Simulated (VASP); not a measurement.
The system is CrPtSe3.

```
Cr Pt Se
1.0
     4.77051    0.00000    0.00000
     0.00000    4.77051    0.00000
     0.00000    0.00000    4.77051
Cr Pt Se
1 1 3
Direct
  0.50000 0.50000 0.50000
  0.00000 0.00000 0.00000
  0.50000 0.00000 0.00000
  0.00000 0.50000 0.00000
  0.00000 0.00000 0.50000
```

| Item | Value |
| --- | --- |
| Program | VASP 6.6.1 |
| Task | relaxation of cell and atoms |
| Functional | PBE |
| Potentials or basis | VASP PAW PBE potentials, release 64 (Cr_pv, Pt, Se) |
| Cutoff | 600 eV |
| k mesh | 4 × 4 × 4 |
| Occupations | gaussian, width 0.1 eV |
| Spin | collinear spin, ferromagnetic start |
| Starting moments | [3.0, 0.0, 0.0, 0.0, 0.0] μB |

At the start: pressure 11.6 GPa; volume 21.71 Å³/atom.

Task: How do energy, volume and symmetry change on relaxing?

Result: Over 3 steps the energy falls by 90.2 meV/atom and the volume is 24.66 Å³/atom (+13.6 %); space group Pm-3m (No. 221, to 0.05 Å); moment 2.94 μB per cell.

The path:
| step | energy change (eV) | largest force (eV/Å) | pressure (GPa) | volume (Å³) |
| --- | --- | --- | --- | --- |
| 1 | 0.0000 | 0.0000 | 11.59 | 108.57 |
| 2 | -0.2668 | 0.0000 | -4.95 | 135.15 |
| 3 | -0.4509 | 0.0000 | -0.02 | 123.29 |

Final structure:
```
Cr Pt Se
1.0
     4.97712    0.00000    0.00000
     0.00000    4.97712    0.00000
     0.00000    0.00000    4.97712
Cr Pt Se
1 1 3
Direct
  0.50000 0.50000 0.50000
  0.00000 0.00000 0.00000
  0.50000 0.00000 0.00000
  0.00000 0.50000 0.00000
  0.00000 0.00000 0.50000
```

Caveat: a cell with one magnetic atom can't hold antiferromagnetic order, which such compounds often take.
